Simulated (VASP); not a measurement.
# GaN (o.bB) (F-43m) in VASP: single point with PBE

Aim: the single point of GaN (o.bB) with PBE.

Everything below comes from runs of VASP 6.6.1. Logs are shortened: lines on timing, memory, paths and dates and some standing lists are left out, and cuts for length are marked.

## 1. The cell of the first run

It takes space group F-43m (No. 216, cubic). The conventional cell has a = 4.549 Å, b = 4.549 Å, c = 4.549 Å, α = 90.00°, β = 90.00°, γ = 90.00°. Ga (site symmetry -43m) has 4 N at 1.97 Å within 2.6 Å. Within 2.6 Å of N (site symmetry -43m) lie 4 Ga at 1.97 Å.

## 2. Single point, PBE

Input file INCAR:

```
PREC = Accurate ; ENCUT = 600
EDIFF = 1E-6 ; ISMEAR = 0
SIGMA = 0.02 ; LREAL = False
LASPH = True ; NELM = 120
ALGO = Normal ; ISIF = 2
LWAVE = False ; LCHARG = False
GGA = PE ; NBANDS = 16
GGA_COMPAT = False
```

Input file KPOINTS:

```
Automatic mesh
0
Gamma
  10 10 10
```

Input file POSCAR:

```
GaN
1.0
    0.0000000000      2.2744128224      2.2744128224
    2.2744128224      0.0000000000      2.2744128224
    2.2744128224      2.2744128224      0.0000000000
Ga N
1 1
Direct
    0.0000000000      0.0000000000      0.0000000000
    0.2500000000      0.2500000000      0.2500000000
```

Potentials or basis: VASP PAW PBE potentials, release 64 (Ga_d, N).

The run is started by

```sh
$ cat potpaw_PBE.64/Ga_d/POTCAR potpaw_PBE.64/N/POTCAR > POTCAR
$ mpirun -np 1 vasp_std > vasp.out
```

OUTCAR:

```text
PREC = Accurate
   ENCUT = 600
   EDIFF = 1E-6
   ISMEAR = 0
   LREAL = False
   LASPH = True
   NELM = 120
   ISIF = 2
   GGA = PE

 ion  position               nearest neighbor table
   1  0.000  0.000  0.000-   2 1.97   2 1.97   2 1.97   2 1.97
   2  0.250  0.250  0.250-   1 1.97   1 1.97   1 1.97   1 1.97

  LATTYP: Found a face centered cubic cell.
 ALAT       =     4.5488256448

  Lattice vectors:

 A1 = (   0.0000000000,   2.2744128224,   2.2744128224)
 A2 = (   2.2744128224,   0.0000000000,   2.2744128224)
 A3 = (   2.2744128224,   2.2744128224,   0.0000000000)

Analysis of symmetry for initial positions (statically):
=====================================================================
 Subroutine PRICEL returns:
 Original cell was already a primitive cell.

 Routine SETGRP: Setting up the symmetry group for a
 face centered cubic supercell.

 Subroutine GETGRP returns: Found 24 space group operations
 (whereof 24 operations were pure point group operations)
 out of a pool of 48 trial point group operations.

The static configuration has the point symmetry T_d .

Analysis of symmetry for dynamics (positions and initial velocities):
=====================================================================
 Subroutine PRICEL returns:
 Original cell was already a primitive cell.

 Routine SETGRP: Setting up the symmetry group for a
 face centered cubic supercell.

 Subroutine GETGRP returns: Found 24 space group operations
 (whereof 24 operations were pure point group operations)
 out of a pool of 48 trial point group operations.

The dynamic configuration has the point symmetry T_d .

 Subroutine INISYM returns: Found 24 space group operations
 (whereof 24 operations are pure point group operations),
 and found     1 'primitive' translations

----------------------------------------------------------------------------------------

                                     Primitive cell

  volume of cell :      23.5309

  direct lattice vectors                    reciprocal lattice vectors
     0.000000000  2.274412822  2.274412822    -0.219836960  0.219836960  0.219836960
     2.274412822  0.000000000  2.274412822     0.219836960 -0.219836960  0.219836960
     2.274412822  2.274412822  0.000000000     0.219836960  0.219836960 -0.219836960

  length of vectors
     3.216505460  3.216505460  3.216505460     0.380768784  0.380768784  0.380768784

  position of ions in fractional coordinates (direct lattice)
     0.000000000  0.000000000  0.000000000
     0.250000000  0.250000000  0.250000000

  ion indices of the primitive-cell ions
   primitive index   ion index
                 1           1
                 2           2

----------------------------------------------------------------------------------------

 KPOINTS: Automatic mesh

Automatic generation of k-mesh.
 Grid dimensions read from file:
 generate k-points for:   10   10   10

 Generating k-lattice:

  Cartesian coordinates                     Fractional coordinates (reciprocal lattice)
    -0.021983696  0.021983696  0.021983696     0.100000000  0.000000000  0.000000000
     0.021983696 -0.021983696  0.021983696     0.000000000  0.100000000  0.000000000
     0.021983696  0.021983696 -0.021983696     0.000000000  0.000000000  0.100000000

  Length of vectors
     0.038076878  0.038076878  0.038076878

  Shift w.r.t. Gamma in fractional coordinates (k-lattice)
     0.000000000  0.000000000  0.000000000

 Subroutine IBZKPT returns following result:
 ===========================================

 Found     47 irreducible k-points:

 Following reciprocal coordinates:
            Coordinates               Weight
  0.000000  0.000000  0.000000      1.000000
  0.100000  0.000000  0.000000      8.000000
  0.200000  0.000000  0.000000      8.000000
  0.300000  0.000000  0.000000      8.000000
  0.400000  0.000000  0.000000      8.000000
  0.500000  0.000000  0.000000      4.000000
[... 16 lines left out ...]
  0.300000  0.300000  0.000000      6.000000
  0.400000  0.300000  0.000000     24.000000
 [... further k-points ...]
   k-points           NKPTS =     47   k-points in BZ     NKDIM =     47   number of bands    NBANDS=     16
   number of dos      NEDOS =    301   number of ions     NIONS =      2
   total plane-waves  NPLWV =  21952
   dimension x,y,z NGX =    28 NGY =   28 NGZ =   28
   dimension x,y,z NGXF=    56 NGYF=   56 NGZF=   56
   ions per type =               1   1
   NGX,Y,Z   is equivalent  to a cutoff of  14.47, 14.47, 14.47 a.u.
   NGXF,Y,Z  is equivalent  to a cutoff of  28.94, 28.94, 28.94 a.u.
 SYSTEM =  unknown system
   PREC   = accura    normal or accurate (medium, high low for compatibility)
   ISTART =      0    job   : 0-new  1-cont  2-samecut
   ICHARG =      2    charge: 1-file 2-atom 10-const
   ISPIN  =      1    spin polarized calculation?
   LNONCOLLINEAR =      F non collinear calculations
   LSORBIT =      F    spin-orbit coupling
   LASPH  =      T    aspherical Exc in radial PAW
   ENCUT  =  600.0 eV  44.10 Ry    6.64 a.u.   6.42  6.42  6.42*2*pi/ulx,y,z
   NELM   =    120;   NELMIN=  2; NELMDL= -5     # of ELM steps
   EDIFF  = 0.1E-05   stopping-criterion for ELM
   LREAL  =      F    real-space projection
   EDIFFG = 0.1E-04   stopping-criterion for IOM
   NSW    =      0    number of steps for IOM
   IBRION =     -1    ionic relax: 0-MD 1-quasi-New 2-CG
   NFREE  =      0    steps in history (QN), initial steepest desc. (CG)
   ISIF   =      2    stress and relaxation
   ISYM   =      2    0-nonsym 1-usesym 2-fastsym
   POTIM  = 0.5000    time-step for ionic-motion
   TEBEG  =    0.0;   TEEND  =   0.0 temperature during run
   PSTRESS=    0.0 pullay stress
   NELECT =      18.0000    total number of electrons
   NUPDOWN=      -1.0000    fix difference up-down
   EMIN   =  10.00;   EMAX   =-10.00  energy-range for DOS
   EFERMI =   0.00;   METHOD = LEGACY
   ISMEAR =     0;   SIGMA  =   0.02  broadening in eV -4-tet -1-fermi 0-gaus
   EFERMI_NEDOS =   21; number of points for ismear=-14 and -15
   IALGO  =     38    algorithm
   IMIX   =      4    mixing-type and parameters
     AMIX     =   0.40;   BMIX     =  1.00
     AMIX_MAG =   1.60;   BMIX_MAG =  1.00
  volume/ion in A,a.u.               =      11.77        79.40
  Fermi-wavevector in a.u.,A,eV,Ry     =   1.497223  2.829340 30.499847  2.241675
  Thomas-Fermi vector in A             =   2.609138
   LORBIT       =      0    0 simple, 1 ext, 2 COOP (PROOUT), +10 PAW based schemes
   GGA     = PE    functional components
   LHFCALC =     F    Hartree Fock is set to
   AEXX    =    0.0000 exact exchange contribution
   IVDW    =     0    specifies the selected vdW correction
   LEPSILON=     F    determine dielectric tensor
   LRPA    =     F    only Hartree local field effects (RPA)
 non-spin polarized calculation
 Gauss-broadening in eV      SIGMA  =   0.02
  energy-cutoff  :      600.00
  volume of cell :       23.53
 maximum number of plane-waves:       801
 NGX is ok and might be reduce to    28
   NGX = 13   NGY = 13   NGZ = 13

 number of electron      18.0000002 magnetization

 Free energy of the ion-electron system (eV)
  ---------------------------------------------------
  ext. energy  EPLUGINS =         0.00000000
  ---------------------------------------------------
  free energy    TOTEN  =       -12.15503903 eV

  energy without entropy =      -12.15503903  energy(sigma->0) =      -12.15503903

 E-fermi :   5.0744     XC(G=0): -11.5196

 val. band max:        4.9844562894   @ k =   0.0000   0.0000   0.0000
 cond. band min:       6.5300279311   @ k =   0.0000   0.0000   0.0000
 fundamental gap:      1.5455716417
 Fermi energy:         5.0744245116

 k-point     1 :       0.0000    0.0000    0.0000
  band No.  band energies     occupation
      1     -10.7171      2.00000
      2      -8.4384      2.00000
      3      -8.4384      2.00000
      4      -8.4384      2.00000
      5      -8.1458      2.00000
      6      -8.1458      2.00000
[... 8 lines left out ...]
     15      23.6300      0.00000
     16      23.6300      0.00000

 k-point     2 :       0.1000    0.0000    0.0000
  band No.  band energies     occupation
      1     -10.6137      2.00000
      2      -8.4259      2.00000
      3      -8.4259      2.00000
      4      -8.3974      2.00000
      5      -8.1469      2.00000
      6      -8.1469      2.00000
[... 8 lines left out ...]
     15      22.3491      0.00000
     16      22.3491      0.00000

 k-point     3 :       0.2000    0.0000    0.0000
  band No.  band energies     occupation
      1     -10.3572      2.00000
      2      -8.3968      2.00000
      3      -8.3968      2.00000
      4      -8.2282      2.00000
      5      -8.1457      2.00000
      6      -8.1457      2.00000
[... 8 lines left out ...]
     15      21.5906      0.00000
     16      21.5906      0.00000

 k-point     4 :       0.3000    0.0000    0.0000
  band No.  band energies     occupation
      1     -10.0940      2.00000
      2      -8.3710      2.00000
      3      -8.3710      2.00000
      4      -8.1331      2.00000
      5      -8.1331      2.00000
      6      -7.8279      2.00000
[... 8 lines left out ...]
     15      22.0378      0.00000
     16      22.0378      0.00000
[... 324 lines left out ...]
 k-point    22 :      -0.2000    0.2000    0.0000
  band No.  band energies     occupation
      1     -10.0138      2.00000
      2      -8.3556      2.00000
      3      -8.3427      2.00000
      4      -8.1658      2.00000
      5      -8.1526      2.00000
      6      -7.6589      2.00000
[... 8 lines left out ...]
     15      22.0763      0.00000
     16      25.2016      0.00000

 k-point    23 :       0.3000    0.3000    0.0000
  band No.  band energies     occupation
      1      -9.9384      2.00000
      2      -8.2958      2.00000
      3      -8.2638      2.00000
      4      -8.2638      2.00000
      5      -8.0993      2.00000
      6      -7.6359      2.00000
[... 8 lines left out ...]
     15      26.7516      0.00000
     16      26.9816      0.00000

 k-point    24 :       0.4000    0.3000    0.0000
  band No.  band energies     occupation
      1      -9.8405      2.00000
      2      -8.3146      2.00000
      3      -8.2321      2.00000
      4      -8.2320      2.00000
      5      -8.0899      2.00000
      6      -7.1885      2.00000
[... 8 lines left out ...]
     15      26.8408      0.00000
     16      27.1113      0.00000

 [... further k-points ...]
[... 5 lines left out ...]
  --------------------------------------------------------------------------------------
  -------------------------------------------------------------------------------------
  Total       -0.0119072     -0.0119072     -0.0119072      0.0000000      0.0000000      0.0000000
  in kB       -0.8107401     -0.8107401     -0.8107401      0.0000000      0.0000000      0.0000000
  external PRESSURE =      -0.8107401 kB  Pullay stress =       0.0000000 kB

 VOLUME and BASIS-vectors are now :
 -----------------------------------------------------------------------------
  energy-cutoff  :      600.00
  volume of cell :       23.53
      direct lattice vectors                 reciprocal lattice vectors
     0.000000000  2.274412822  2.274412822    -0.219836960  0.219836960  0.219836960
     2.274412822  0.000000000  2.274412822     0.219836960 -0.219836960  0.219836960
     2.274412822  2.274412822  0.000000000     0.219836960  0.219836960 -0.219836960

 POSITION                                       TOTAL-FORCE (eV/Angst)
 -----------------------------------------------------------------------------------
      0.00000      0.00000      0.00000        -0.000000      0.000000      0.000000
      1.13721      1.13721      1.13721         0.000000     -0.000000     -0.000000
 -----------------------------------------------------------------------------------
    total drift:                                0.000000      0.000000      0.000000

  FREE ENERGIE OF THE ION-ELECTRON SYSTEM (eV)
  ---------------------------------------------------
  free  energy   TOTEN  =       -12.1550390324 eV

  energy  without entropy=      -12.1550390324  energy(sigma->0) =      -12.15503903
```

Run time: 21 s. Hardware: 1 thread of Intel Xeon Platinum 8375C at 2.90GHz (Ice Lake), shared host; peak memory 0.17 GiB.

What came out:

| Quantity | Value |
| --- | --- |
| Free energy | -12.1550 eV |
| Pressure | -0.1 GPa |
| Band gap on the k mesh | 1.55 eV, direct |

Levels at points of the mesh, in eV from the valence-band top:
| k point | band 7 | band 8 | band 9 | band 10 | band 11 | band 12 |
| --- | --- | --- | --- | --- | --- | --- |
| (0.00, 0.00, 0.00) | 0.00 | 0.00 | 0.00 | 1.55 | 10.13 | 10.13 |
| (0.50, 0.00, 0.00) | -6.86 | -0.93 | -0.93 | 4.45 | 8.59 | 10.22 |
| (0.50, 0.50, 0.00) | -6.01 | -2.61 | -2.61 | 3.34 | 6.50 | 11.52 |
